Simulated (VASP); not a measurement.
# W (I4/mmm) in VASP: further runs

Runs on W. Level: PBEsol. Tasks: single point.

All numbers are computed with VASP 6.6.1; they aren't measurements. Logs are shortened: lines on timing, memory, paths and dates and some standing lists are left out, and cuts for length are marked.

## (1) The cell of the first run

It takes space group I4/mmm (No. 139, tetragonal). The conventional cell has a = 2.828 Å, b = 2.828 Å, c = 3.938 Å, α = 90.00°, β = 90.00°, γ = 90.00°. W (site symmetry 4/mmm) has 12 W at 2.81 to 2.83 Å within 3.7 Å.

## (2) Single point, PBEsol (strain -0.015 along x and y, -0.030 along z)

Input file INCAR:

```
SYSTEM = W
  PREC = Accurate
  ENCUT = 520
  EDIFF = 1E-7
  ISMEAR = 0
  SIGMA = 0.15
  LREAL = .False.
  LASPH = .True.
  NELM = 80
  ALGO = Normal
  ISIF = 2
  LWAVE = .False.
  LCHARG = .True.
  GGA = PS
  LELF = .True.
  LVHAR = .True.
  NBANDS = 13
```

Input file KPOINTS:

```
Automatic mesh
0
Gamma
  20 20 20
  0 0 0
```

Input file POSCAR:

```
W
1.0
    0.0000000000      1.9995500000      1.9691000000
    1.9995500000      0.0000000000      1.9691000000
    1.9995500000      1.9995500000      0.0000000000
W
1
Direct
    0.0000000000      0.0000000000      0.0000000000
```

Potentials or basis: VASP PAW PBE potentials, release 64 (W_sv).

Started as:

```
cat potpaw_PBE.64/W_sv/POTCAR > POTCAR
mpirun -np 1 vasp_std > vasp.out
```

OUTCAR:

```text
SYSTEM = W
   PREC = Accurate
   ENCUT = 520
   EDIFF = 1E-7
   ISMEAR = 0
   LREAL = .False.
   LASPH = .True.
   NELM = 80
   ISIF = 2
   GGA = PS

 ion  position               nearest neighbor table
   1  0.000  0.000  0.000-

  LATTYP: Found a body centered tetragonal cell.
 ALAT       =     2.8277907286
 C/A-ratio  =     1.3926773152

  Lattice vectors:

 A1 = (   0.0000000000,  -1.9995500000,  -1.9691000000)
 A2 = (   0.0000000000,   1.9995500000,  -1.9691000000)
 A3 = (   1.9995500000,   0.0000000000,   1.9691000000)

Analysis of symmetry for initial positions (statically):
=====================================================================
 Subroutine PRICEL returns:
 Original cell was already a primitive cell.

 Routine SETGRP: Setting up the symmetry group for a
 body centered tetragonal supercell.

 Subroutine GETGRP returns: Found 16 space group operations
 (whereof 16 operations were pure point group operations)
 out of a pool of 16 trial point group operations.

The static configuration has the point symmetry D_4h.

Analysis of symmetry for dynamics (positions and initial velocities):
=====================================================================
 Subroutine PRICEL returns:
 Original cell was already a primitive cell.

 Routine SETGRP: Setting up the symmetry group for a
 body centered tetragonal supercell.

 Subroutine GETGRP returns: Found 16 space group operations
 (whereof 16 operations were pure point group operations)
 out of a pool of 16 trial point group operations.

The dynamic configuration has the point symmetry D_4h.

 Subroutine INISYM returns: Found 16 space group operations
 (whereof 16 operations are pure point group operations),
 and found     1 'primitive' translations

----------------------------------------------------------------------------------------

                                     Primitive cell

  volume of cell :      15.7457

  direct lattice vectors                    reciprocal lattice vectors
     0.000000000  1.999550000  1.969100000    -0.250056263  0.250056263  0.253923112
     1.999550000  0.000000000  1.969100000     0.250056263 -0.250056263  0.253923112
     1.999550000  1.999550000  0.000000000     0.250056263  0.250056263 -0.253923112

  length of vectors
     2.806341927  2.806341927  2.827790729     0.435354127  0.435354127  0.435354127

  position of ions in fractional coordinates (direct lattice)
     0.000000000  0.000000000  0.000000000

  ion indices of the primitive-cell ions
   primitive index   ion index
                 1           1

----------------------------------------------------------------------------------------

 KPOINTS: Automatic mesh

Automatic generation of k-mesh.
 Grid dimensions read from file:
 generate k-points for:   20   20   20

 Generating k-lattice:

  Cartesian coordinates                     Fractional coordinates (reciprocal lattice)
    -0.012502813  0.012502813  0.012696156     0.050000000  0.000000000  0.000000000
     0.012502813 -0.012502813  0.012696156     0.000000000  0.050000000  0.000000000
     0.012502813  0.012502813 -0.012696156     0.000000000  0.000000000  0.050000000

  Length of vectors
     0.021767706  0.021767706  0.021767706

  Shift w.r.t. Gamma in fractional coordinates (k-lattice)
     0.000000000  0.000000000  0.000000000

 Subroutine IBZKPT returns following result:
 ===========================================

 Found    641 irreducible k-points:

 Following reciprocal coordinates:
            Coordinates               Weight
  0.000000  0.000000  0.000000      1.000000
  0.050000  0.000000  0.000000      8.000000
  0.100000  0.000000  0.000000      8.000000
  0.150000  0.000000  0.000000      8.000000
  0.200000  0.000000  0.000000      8.000000
  0.250000 -0.000000  0.000000      8.000000
[... 16 lines left out ...]
 -0.400000  0.050000  0.000000      8.000000
 -0.350000  0.050000  0.000000      8.000000
 [... further k-points ...]
   k-points           NKPTS =    641   k-points in BZ     NKDIM =    641   number of bands    NBANDS=     13
   number of dos      NEDOS =    301   number of ions     NIONS =      1
   total plane-waves  NPLWV =  13824
   dimension x,y,z NGX =    24 NGY =   24 NGZ =   24
   dimension x,y,z NGXF=    48 NGYF=   48 NGZF=   48
   ions per type =               1
   NGX,Y,Z   is equivalent  to a cutoff of  14.22, 14.22, 14.11 a.u.
   NGXF,Y,Z  is equivalent  to a cutoff of  28.43, 28.43, 28.22 a.u.
 SYSTEM =  W
   PREC   = accura    normal or accurate (medium, high low for compatibility)
   ISTART =      0    job   : 0-new  1-cont  2-samecut
   ICHARG =      2    charge: 1-file 2-atom 10-const
   ISPIN  =      1    spin polarized calculation?
   LNONCOLLINEAR =      F non collinear calculations
   LSORBIT =      F    spin-orbit coupling
   LASPH  =      T    aspherical Exc in radial PAW
   ENCUT  =  520.0 eV  38.22 Ry    6.18 a.u.   5.22  5.22  5.26*2*pi/ulx,y,z
   NELM   =     80;   NELMIN=  2; NELMDL= -5     # of ELM steps
   EDIFF  = 0.1E-06   stopping-criterion for ELM
   LREAL  =      F    real-space projection
   EDIFFG = 0.1E-05   stopping-criterion for IOM
   NSW    =      0    number of steps for IOM
   IBRION =     -1    ionic relax: 0-MD 1-quasi-New 2-CG
   NFREE  =      0    steps in history (QN), initial steepest desc. (CG)
   ISIF   =      2    stress and relaxation
   ISYM   =      2    0-nonsym 1-usesym 2-fastsym
   POTIM  = 0.5000    time-step for ionic-motion
   TEBEG  =    0.0;   TEEND  =   0.0 temperature during run
   PSTRESS=    0.0 pullay stress
   NELECT =      14.0000    total number of electrons
   NUPDOWN=      -1.0000    fix difference up-down
   EMIN   =  10.00;   EMAX   =-10.00  energy-range for DOS
   EFERMI =   0.00;   METHOD = LEGACY
   ISMEAR =     0;   SIGMA  =   0.15  broadening in eV -4-tet -1-fermi 0-gaus
   EFERMI_NEDOS =   21; number of points for ismear=-14 and -15
   IALGO  =     38    algorithm
   IMIX   =      4    mixing-type and parameters
     AMIX     =   0.40;   BMIX     =  1.00
     AMIX_MAG =   1.60;   BMIX_MAG =  1.00
  volume/ion in A,a.u.               =      15.75       106.26
  Fermi-wavevector in a.u.,A,eV,Ry     =   1.574213  2.974831 33.717218  2.478146
  Thomas-Fermi vector in A             =   2.675381
   LORBIT       =      0    0 simple, 1 ext, 2 COOP (PROOUT), +10 PAW based schemes
   GGA     = PS    functional components
   LHFCALC =     F    Hartree Fock is set to
   AEXX    =    0.0000 exact exchange contribution
   IVDW    =     0    specifies the selected vdW correction
   LEPSILON=     F    determine dielectric tensor
   LRPA    =     F    only Hartree local field effects (RPA)
 non-spin polarized calculation
 Gauss-broadening in eV      SIGMA  =   0.15
  energy-cutoff  :      520.00
  volume of cell :       15.75
 maximum number of plane-waves:       444
 NGX is ok and might be reduce to    24
   NGX = 11   NGY = 11   NGZ = 11

 number of electron      13.9999999 magnetization

 Free energy of the ion-electron system (eV)
  ---------------------------------------------------
  ext. energy  EPLUGINS =         0.00000000
  ---------------------------------------------------
  free energy    TOTEN  =       -13.31354210 eV

  energy without entropy =      -13.29952160  energy(sigma->0) =      -13.30653185

 E-fermi :  10.8986     XC(G=0): -13.7885

 val. band max:       10.8965013176   @ k =  -0.1000   0.1500   0.1000
 cond. band min:      10.8993449913   @ k =   0.2000   0.0000   0.1000
 fundamental gap:      0.0028436738
 Fermi energy:        10.8985720133

 k-point     1 :       0.0000    0.0000    0.0000
  band No.  band energies     occupation
      1     -62.6555      2.00000
      2     -26.2294      2.00000
      3     -26.2294      2.00000
      4     -26.2162      2.00000
      5       1.6727      2.00000
      6      10.2123      2.00000
      7      10.2123      2.00000
      8      10.4203      1.99999
      9      13.4277      0.00000
     10      13.7409      0.00000
     11      23.7747      0.00000
     12      28.9816      0.00000
     13      28.9816      0.00000

 k-point     2 :       0.0500    0.0000    0.0000
  band No.  band energies     occupation
      1     -62.6524      2.00000
      2     -26.2609      2.00000
      3     -26.2341      2.00000
      4     -26.2237      2.00000
      5       1.7891      2.00000
      6      10.1546      2.00000
      7      10.2672      2.00000
      8      10.4410      1.99998
      9      13.3784      0.00000
     10      13.6839      0.00000
     11      24.0113      0.00000
     12      28.5906      0.00000
     13      29.1989      0.00000

 k-point     3 :       0.1000    0.0000    0.0000
  band No.  band energies     occupation
      1     -62.6434      2.00000
      2     -26.3609      2.00000
      3     -26.2479      2.00000
      4     -26.2362      2.00000
      5       2.1276      2.00000
      6       9.9348      2.00000
      7      10.4134      2.00000
      8      10.5667      1.99825
      9      13.2626      0.00000
     10      13.5439      0.00000
     11      24.6614      0.00000
     12      27.5895      0.00000
     13      29.8323      0.00000

 k-point     4 :       0.1500    0.0000    0.0000
  band No.  band energies     occupation
      1     -62.6292      2.00000
      2     -26.5153      2.00000
      3     -26.2692      2.00000
      4     -26.2545      2.00000
      5       2.6539      2.00000
      6       9.6301      2.00000
      7      10.5882      1.99657
      8      10.7487      1.84231
      9      13.1773      0.00000
     10      13.4126      0.00000
     11      25.3779      0.00000
     12      26.7679      0.00000
     13      30.8347      0.00000

 k-point     5 :       0.2000    0.0000    0.0000
  band No.  band energies     occupation
      1     -62.6113      2.00000
      2     -26.7060      2.00000
      3     -26.2960      2.00000
      4     -26.2774      2.00000
      5       3.3039      2.00000
      6       9.3623      2.00000
      7      10.6838      1.95709
      8      10.8726      1.19322
      9      13.2659      0.00000
     10      13.4309      0.00000
     11      24.9541      0.00000
     12      27.3305      0.00000
     13      32.1448      0.00000
[... 257 lines left out ...]
 k-point    22 :      -0.4500    0.0500    0.0000
  band No.  band energies     occupation
      1     -62.5268      2.00000
      2     -27.5244      2.00000
      3     -26.4197      2.00000
      4     -26.4092      2.00000
      5       5.1579      2.00000
      6       9.9984      2.00000
      7      10.0093      2.00000
      8      11.4322      0.00000
      9      16.0640      0.00000
     10      16.4195      0.00000
     11      21.8035      0.00000
     12      23.8174      0.00000
     13      30.0342      0.00000

 k-point    23 :      -0.4000    0.0500    0.0000
  band No.  band energies     occupation
      1     -62.5341      2.00000
      2     -27.4551      2.00000
      3     -26.4057      2.00000
      4     -26.4036      2.00000
      5       5.1341      2.00000
      6      10.0911      2.00000
      7      10.0933      2.00000
      8      10.8878      1.08082
      9      15.4941      0.00000
     10      16.1579      0.00000
     11      22.1958      0.00000
     12      24.6139      0.00000
     13      30.5481      0.00000

 k-point    24 :      -0.3500    0.0500    0.0000
  band No.  band energies     occupation
      1     -62.5468      2.00000
      2     -27.3335      2.00000
      3     -26.3940      2.00000
      4     -26.3804      2.00000
      5       5.0326      2.00000
      6      10.0517      2.00000
      7      10.2464      2.00000
      8      10.3642      2.00000
      9      14.7543      0.00000
     10      15.6378      0.00000
     11      22.7174      0.00000
     12      25.9805      0.00000
     13      31.5658      0.00000

 [... further k-points ...]
[... 5 lines left out ...]
  --------------------------------------------------------------------------------------
  -------------------------------------------------------------------------------------
  Total        0.6945364      0.6945364      0.1415254      0.0000000      0.0000000     -0.0000000
  in kB       70.6713326     70.6713326     14.4006682      0.0000000      0.0000000     -0.0000000
  external PRESSURE =      51.9144445 kB  Pullay stress =       0.0000000 kB

 VOLUME and BASIS-vectors are now :
 -----------------------------------------------------------------------------
  energy-cutoff  :      520.00
  volume of cell :       15.75
      direct lattice vectors                 reciprocal lattice vectors
     0.000000000  1.999550000  1.969100000    -0.250056263  0.250056263  0.253923112
     1.999550000  0.000000000  1.969100000     0.250056263 -0.250056263  0.253923112
     1.999550000  1.999550000  0.000000000     0.250056263  0.250056263 -0.253923112

 POSITION                                       TOTAL-FORCE (eV/Angst)
 -----------------------------------------------------------------------------------
      0.00000      0.00000      0.00000         0.000000      0.000000      0.000000
 -----------------------------------------------------------------------------------
    total drift:                                0.000000      0.000000     -0.000000

  FREE ENERGIE OF THE ION-ELECTRON SYSTEM (eV)
  ---------------------------------------------------
  free  energy   TOTEN  =       -13.3135421007 eV

  energy  without entropy=      -13.2995215952  energy(sigma->0) =      -13.30653185
```

It took 36 s on 1 thread of Intel Xeon 6975P-C (Granite Rapids), shared host; peak memory 0.24 GiB.

Results:

```
Free energy            : -13.3135 eV
Pressure               : 5.2 GPa
Band gap on the k mesh : zero (band 7 reaches 14.41 eV, above the bottom of band 8 at 10.31 eV)
```

Caveat: the cell differs from its parent crystal (strain -0.015 along x and y, -0.030 along z); the PAW data sets were made with another functional, which shifts forces and pressure a little; spin-orbit coupling is left out, which moves the levels of the heavy elements.

(Continued in part 2 of 2.)
